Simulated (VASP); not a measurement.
# SiW12 in VASP: single point with PBE

Aim: the single point of SiW12 with PBE.

Program: VASP 6.6.1. These are calculated values, not measurements. Logs are shortened: lines on timing, memory, paths and dates and some standing lists are left out, and cuts for length are marked.

**1. The cell of the first run**

The cell holds a slab with vacuum, 13 atoms: a = 5.514 Å, b = 5.514 Å, c = 19.856 Å, α = 90.00°, β = 90.00°, γ = 109.47°.

**2. Single point, PBE**

INCAR

```
SYSTEM = SiW12
ALGO = Normal ; DIPOL = 0.5 0.5 0.329
EDIFF = 1E-6 ; ENCUT = 520
GGA = PE ; IDIPOL = 3
ISIF = 2 ; ISMEAR = 0
LASPH = .True. ; LCHARG = .False.
LDIPOL = .True. ; LREAL = .False.
LWAVE = .False. ; NBANDS = 98
NELM = 60 ; PREC = Accurate
SIGMA = 0.1
```

KPOINTS

```
k-points
0
Gamma
  5 5 1
  0 0 0
```

POSCAR

```
SiW12
1.0
    5.5143287196      0.0000000000      0.0000000000
   -1.8381095732      5.1989589751      0.0000000000
    0.0000000000      0.0000000000     19.8562160745
W Si
12 1
Direct
    0.2500000000      0.2500000000      0.2014482510
    0.2500000000      0.7500000000      0.2014482510
    0.7500000000      0.2500000000      0.2014482510
    0.7500000000      0.7500000000      0.2014482510
    0.0000000000      0.0000000000      0.3111437104
    0.0000000000      0.5000000000      0.3111437104
    0.5000000000      0.0000000000      0.3111437104
    0.5000000000      0.5000000000      0.3111437104
    0.2500000000      0.2500000000      0.4208362783
    0.2500000000      0.7500000000      0.4208362783
    0.7500000000      0.2500000000      0.4208362783
    0.7500000000      0.7500000000      0.4208362783
    0.2500000000      0.2500000000      0.5393281068
```

Potentials or basis: VASP PAW PBE potentials, release 64 (W_sv, Si).

Run with:

```sh
$ cat potpaw_PBE.64/W_sv/POTCAR potpaw_PBE.64/Si/POTCAR > POTCAR
$ mpirun -np 1 vasp_std > vasp.out
```

OUTCAR:

```text
SYSTEM = SiW12
   EDIFF = 1E-6
   ENCUT = 520
   GGA = PE
   ISIF = 2
   ISMEAR = 0
   LASPH = .True.
   LREAL = .False.
   NELM = 60
   PREC = Accurate

 ion  position               nearest neighbor table
   1  0.250  0.250  0.201-   5 2.70   8 2.70   3 2.76   3 2.76   2 2.76   2 2.76   7 3.13   6 3.13
                             4 3.18   4 3.18
   2  0.250  0.750  0.201-   6 2.70   7 2.70   4 2.76   4 2.76   1 2.76   1 2.76   5 3.13   8 3.13
                             3 3.18   3 3.18
   3  0.750  0.250  0.201-   6 2.70   7 2.70   1 2.76   1 2.76   4 2.76   4 2.76   5 3.13   8 3.13
                             2 3.18   2 3.18
   4  0.750  0.750  0.201-   5 2.70   8 2.70   2 2.76   2 2.76   3 2.76   3 2.76   7 3.13   6 3.13
                             1 3.18   1 3.18
   5  0.000  0.000  0.311-   9 2.70  12 2.70   1 2.70   4 2.70   7 2.76   7 2.76   6 2.76   6 2.76
                            11 3.13  10 3.13   3 3.13   2 3.13   8 3.18   8 3.18
   6  0.000  0.500  0.311-  10 2.70  11 2.70   2 2.70   3 2.70   8 2.76   8 2.76   5 2.76   5 2.76
                             9 3.13  12 3.13   1 3.13   4 3.13   7 3.18   7 3.18
   7  0.500  0.000  0.311-  10 2.70  11 2.70   2 2.70   3 2.70   5 2.76   5 2.76   8 2.76   8 2.76
                             9 3.13  12 3.13   1 3.13   4 3.13   6 3.18   6 3.18
   8  0.500  0.500  0.311-   9 2.70  12 2.70   1 2.70   4 2.70   6 2.76   6 2.76   7 2.76   7 2.76
                            11 3.13  10 3.13   3 3.13   2 3.13   5 3.18   5 3.18
   9  0.250  0.250  0.421-  13 2.35   8 2.70   5 2.70  11 2.76  11 2.76  10 2.76  10 2.76   6 3.13
                             7 3.13  12 3.18  12 3.18
  10  0.250  0.750  0.421-   6 2.70   7 2.70  12 2.76  12 2.76   9 2.76   9 2.76   5 3.13   8 3.13
                            11 3.18  11 3.18
  11  0.750  0.250  0.421-   6 2.70   7 2.70   9 2.76   9 2.76  12 2.76  12 2.76   5 3.13   8 3.13
                            10 3.18  10 3.18
  12  0.750  0.750  0.421-   5 2.70   8 2.70  10 2.76  10 2.76  11 2.76  11 2.76   7 3.13   6 3.13
                             9 3.18   9 3.18
  13  0.250  0.250  0.539-   9 2.35

  LATTYP: Found a base centered orthorhombic cell.
 ALAT       =     6.3673983413
 B/A-ratio  =     1.4142135624
 C/A-ratio  =     3.1184190167

  Lattice vectors:

 A1 = (   5.5143287196,   0.0000000000,   0.0000000000)
 A2 = (  -1.8381095732,   5.1989589751,   0.0000000000)
 A3 = (   0.0000000000,   0.0000000000,  19.8562160745)

Analysis of symmetry for initial positions (statically):
=====================================================================
 Subroutine PRICEL returns:
 Original cell was already a primitive cell.

 Routine SETGRP: Setting up the symmetry group for a
 base centered orthorhombic supercell.

 Subroutine GETGRP returns: Found  4 space group operations
 (whereof  2 operations were pure point group operations)
 out of a pool of  8 trial point group operations.

The static configuration has the point symmetry C_1h.
 The point group associated with its full space group is C_2v.

Analysis of symmetry for dynamics (positions and initial velocities):
=====================================================================
 Subroutine PRICEL returns:
 Original cell was already a primitive cell.

 Routine SETGRP: Setting up the symmetry group for a
 base centered orthorhombic supercell.

 Subroutine GETGRP returns: Found  4 space group operations
 (whereof  2 operations were pure point group operations)
 out of a pool of  8 trial point group operations.

The dynamic configuration has the point symmetry C_1h.
 The point group associated with its full space group is C_2v.

 Subroutine INISYM returns: Found  4 space group operations
 (whereof  2 operations are pure point group operations),
 and found     1 'primitive' translations

----------------------------------------------------------------------------------------

                                     Primitive cell

  volume of cell :     569.2533

  direct lattice vectors                    reciprocal lattice vectors
     5.514328720  0.000000000  0.000000000     0.181345736  0.064115400  0.000000000
    -1.838109573  5.198958975  0.000000000     0.000000000  0.192346199  0.000000000
     0.000000000  0.000000000 19.856216075     0.000000000  0.000000000  0.050362063

  length of vectors
     5.514328720  5.514328720 19.856216075     0.192346199  0.192346199  0.050362063

  position of ions in fractional coordinates (direct lattice)
     0.250000000  0.250000000  0.201448251
     0.250000000  0.750000000  0.201448251
     0.750000000  0.250000000  0.201448251
     0.750000000  0.750000000  0.201448251
     0.000000000  0.000000000  0.311143710
     0.000000000  0.500000000  0.311143710
     0.500000000  0.000000000  0.311143710
     0.500000000  0.500000000  0.311143710
     0.250000000  0.250000000  0.420836278
     0.250000000  0.750000000  0.420836278
     0.750000000  0.250000000  0.420836278
     0.750000000  0.750000000  0.420836278
     0.250000000  0.250000000  0.539328107

  ion indices of the primitive-cell ions
   primitive index   ion index
                 1           1
                 2           2
                 3           3
                 4           4
                 5           5
                 6           6
                 7           7
                 8           8
                 9           9
                10          10
                11          11
                12          12
                13          13

----------------------------------------------------------------------------------------

 KPOINTS: k-points

Automatic generation of k-mesh.
 Grid dimensions read from file:
 generate k-points for:    5    5    1

 Generating k-lattice:

  Cartesian coordinates                     Fractional coordinates (reciprocal lattice)
     0.036269147  0.012823080  0.000000000     0.200000000  0.000000000  0.000000000
     0.000000000  0.038469240  0.000000000     0.000000000  0.200000000  0.000000000
     0.000000000  0.000000000  0.050362063     0.000000000  0.000000000  1.000000000

  Length of vectors
     0.038469240  0.038469240  0.050362063

  Shift w.r.t. Gamma in fractional coordinates (k-lattice)
     0.000000000  0.000000000  0.000000000

 Subroutine IBZKPT returns following result:
 ===========================================

 Found      9 irreducible k-points:

 Following reciprocal coordinates:
            Coordinates               Weight
  0.000000  0.000000  0.000000      1.000000
  0.200000  0.000000  0.000000      4.000000
  0.400000  0.000000  0.000000      4.000000
  0.200000  0.200000  0.000000      2.000000
  0.400000  0.200000  0.000000      4.000000
 -0.400000  0.200000  0.000000      4.000000
 -0.200000  0.200000  0.000000      2.000000
  0.400000  0.400000  0.000000      2.000000
 -0.400000  0.400000  0.000000      2.000000
   k-points           NKPTS =      9   k-points in BZ     NKDIM =      9   number of bands    NBANDS=     98
   number of dos      NEDOS =    301   number of ions     NIONS =     13
   total plane-waves  NPLWV = 264600
   dimension x,y,z NGX =    42 NGY =   42 NGZ =  150
   dimension x,y,z NGXF=    84 NGYF=   84 NGZF=  300
   ions per type =              12   1
   NGX,Y,Z   is equivalent  to a cutoff of  12.66, 12.66, 12.56 a.u.
   NGXF,Y,Z  is equivalent  to a cutoff of  25.32, 25.32, 25.12 a.u.
 SYSTEM =  SiW12
   PREC   = accura    normal or accurate (medium, high low for compatibility)
   ISTART =      0    job   : 0-new  1-cont  2-samecut
   ICHARG =      2    charge: 1-file 2-atom 10-const
   ISPIN  =      1    spin polarized calculation?
   LNONCOLLINEAR =      F non collinear calculations
   LSORBIT =      F    spin-orbit coupling
   LASPH  =      T    aspherical Exc in radial PAW
   ENCUT  =  520.0 eV  38.22 Ry    6.18 a.u.  10.25 10.25 36.92*2*pi/ulx,y,z
   NELM   =     60;   NELMIN=  2; NELMDL= -5     # of ELM steps
   EDIFF  = 0.1E-05   stopping-criterion for ELM
   LREAL  =      F    real-space projection
   EDIFFG = 0.1E-04   stopping-criterion for IOM
   NSW    =      0    number of steps for IOM
   IBRION =     -1    ionic relax: 0-MD 1-quasi-New 2-CG
   NFREE  =      0    steps in history (QN), initial steepest desc. (CG)
   ISIF   =      2    stress and relaxation
   ISYM   =      2    0-nonsym 1-usesym 2-fastsym
   POTIM  = 0.5000    time-step for ionic-motion
   TEBEG  =    0.0;   TEEND  =   0.0 temperature during run
   PSTRESS=    0.0 pullay stress
   NELECT =     172.0000    total number of electrons
   NUPDOWN=      -1.0000    fix difference up-down
   EMIN   =  10.00;   EMAX   =-10.00  energy-range for DOS
   EFERMI =   0.00;   METHOD = LEGACY
   ISMEAR =     0;   SIGMA  =   0.10  broadening in eV -4-tet -1-fermi 0-gaus
   EFERMI_NEDOS =   21; number of points for ismear=-14 and -15
   IALGO  =     38    algorithm
   IMIX   =      4    mixing-type and parameters
     AMIX     =   0.40;   BMIX     =  1.00
     AMIX_MAG =   1.60;   BMIX_MAG =  1.00
  volume/ion in A,a.u.               =      43.79       295.50
  Fermi-wavevector in a.u.,A,eV,Ry     =   1.098540  2.075939 16.419371  1.206790
  Thomas-Fermi vector in A             =   2.234919
   LORBIT       =      0    0 simple, 1 ext, 2 COOP (PROOUT), +10 PAW based schemes
   GGA     = PE    functional components
   LHFCALC =     F    Hartree Fock is set to
   AEXX    =    0.0000 exact exchange contribution
   IVDW    =     0    specifies the selected vdW correction
   LEPSILON=     F    determine dielectric tensor
   LRPA    =     F    only Hartree local field effects (RPA)
 non-spin polarized calculation
 Gauss-broadening in eV      SIGMA  =   0.10
  energy-cutoff  :      520.00
  volume of cell :      569.25
 maximum number of plane-waves:     15340
 NGX is ok and might be reduce to    42
   NGX = 21   NGY = 21   NGZ = 73

 dipolmoment           0.000000      0.000000     -0.000150 electrons x Angstroem

 number of electron     172.0000030 magnetization

 dipolmoment           0.000000      0.000000      0.004824 electrons x Angstroem

 Free energy of the ion-electron system (eV)
  ---------------------------------------------------
  ext. energy  EPLUGINS =         0.00000000
  ---------------------------------------------------
  free energy    TOTEN  =      -148.28047242 eV

  energy without entropy =     -148.21585092  energy(sigma->0) =     -148.24816167

 E-fermi :   1.0623     XC(G=0):  -6.0568

 val. band max:        1.0536602542   @ k =  -0.4000   0.4000   0.0000
 cond. band min:       1.0781278970   @ k =  -0.4000   0.2000   0.0000
 fundamental gap:      0.0244676428
 Fermi energy:         1.0623423874

 k-point     1 :       0.0000    0.0000    0.0000
  band No.  band energies     occupation
      1     -73.0623      2.00000
      2     -72.9816      2.00000
      3     -72.9741      2.00000
      4     -72.9571      2.00000
      5     -72.9315      2.00000
      6     -72.9295      2.00000
[... 90 lines left out ...]
     97       3.2833      0.00000
     98       3.3037      0.00000

 k-point     2 :       0.2000    0.0000    0.0000
  band No.  band energies     occupation
      1     -73.0547      2.00000
      2     -72.9875      2.00000
      3     -72.9746      2.00000
      4     -72.9572      2.00000
      5     -72.9317      2.00000
      6     -72.9275      2.00000
[... 696 lines left out ...]
     97       2.5072      0.00000
     98       2.7241      0.00000

 k-point     9 :      -0.4000    0.4000    0.0000
  band No.  band energies     occupation
      1     -73.0227      2.00000
      2     -72.9876      2.00000
      3     -72.9823      2.00000
      4     -72.9744      2.00000
      5     -72.9290      2.00000
      6     -72.9228      2.00000
[... 90 lines left out ...]
     97       2.2133      0.00000
     98       2.3720      0.00000

------------------------ aborting loop because EDIFF is reached ----------------------------------------

 vacuum level on the upper side and lower side of the slab       (xc-potential included)        -0.182        -0.146

  FORCE on cell =-STRESS in cart. coord.  units (eV):
  Direction    XX          YY          ZZ          XY          YZ          ZX
  --------------------------------------------------------------------------------------
  -------------------------------------------------------------------------------------
  Total      -10.8067858    -13.7268896      2.5150540     -4.1296504      0.0000000      0.0000000
  in kB      -30.4159645    -38.6346685      7.0786814    -11.6230026      0.0000000      0.0000000
  external PRESSURE =     -20.6573172 kB  Pullay stress =       0.0000000 kB

 VOLUME and BASIS-vectors are now :
 -----------------------------------------------------------------------------
  energy-cutoff  :      520.00
  volume of cell :      569.25
      direct lattice vectors                 reciprocal lattice vectors
     5.514328720  0.000000000  0.000000000     0.181345736  0.064115400  0.000000000
    -1.838109573  5.198958975  0.000000000     0.000000000  0.192346199  0.000000000
     0.000000000  0.000000000 19.856216075     0.000000000  0.000000000  0.050362063

 POSITION                                       TOTAL-FORCE (eV/Angst)
 -----------------------------------------------------------------------------------
      0.91905      1.29974      4.00000         0.000000     -0.000000      0.127338
      0.00000      3.89922      4.00000         0.000000      0.000000     -0.114383
      3.67622      1.29974      4.00000         0.000000      0.000000     -0.114383
      2.75716      3.89922      4.00000         0.000000      0.000000      0.169560
      0.00000      0.00000      6.17814        -0.209161     -0.295798     -0.542964
     -0.91905      2.59948      6.17814        -0.118712      0.083942     -0.135243
      2.75716      0.00000      6.17814         0.118712     -0.083942     -0.135243
      1.83811      2.59948      6.17814         0.209161      0.295798     -0.542964
      0.91905      1.29974      8.35622         0.000000      0.000000      0.292321
      0.00000      3.89922      8.35622         0.000000     -0.000000      0.626987
      3.67622      1.29974      8.35622         0.000000     -0.000000      0.626987
      2.75716      3.89922      8.35622         0.000000     -0.000000     -0.261302
      0.91905      1.29974     10.70902         0.000000      0.000000      0.003290
 -----------------------------------------------------------------------------------
    total drift:                               -0.000000     -0.000000      0.000911

  FREE ENERGIE OF THE ION-ELECTRON SYSTEM (eV)
  ---------------------------------------------------
  free  energy   TOTEN  =      -148.2804724235 eV

  energy  without entropy=     -148.2158509248  energy(sigma->0) =     -148.24816167

 vacuum level on the upper side and lower side of the slab         5.719         5.749
```

Run time: 82 min. Hardware: 1 thread of AMD EPYC 7R13 (Zen 3), shared host; peak memory 0.72 GiB.

What came out:

| Property | Result |
| --- | --- |
| Free energy | -148.2805 eV |
| Largest force | 0.653 eV/Å |
| Band gap on the k mesh | zero (band 86 reaches 1.96 eV, above the bottom of band 87 at 0.62 eV) |

Forces in eV/Å, atoms in the order of the input:
```
W    0.000  0.000  0.127
W    0.000  0.000 -0.114
W    0.000  0.000 -0.114
W    0.000  0.000  0.170
W   -0.209 -0.296 -0.543
W   -0.119  0.084 -0.135
W    0.119 -0.084 -0.135
W    0.209  0.296 -0.543
W    0.000  0.000  0.292
W    0.000  0.000  0.627
W    0.000  0.000  0.627
W    0.000  0.000 -0.261
Si   0.000  0.000  0.003
```

Levels at points of the mesh, in eV from the Fermi level:
```tsv
k point	band 84	band 85	band 86	band 87	band 88	band 89
(0.00, 0.00, 0.00)	0.19	0.82	0.90	1.09	1.12	1.46
```

Caveat: spin-orbit coupling is left out, which moves the levels of the heavy elements.
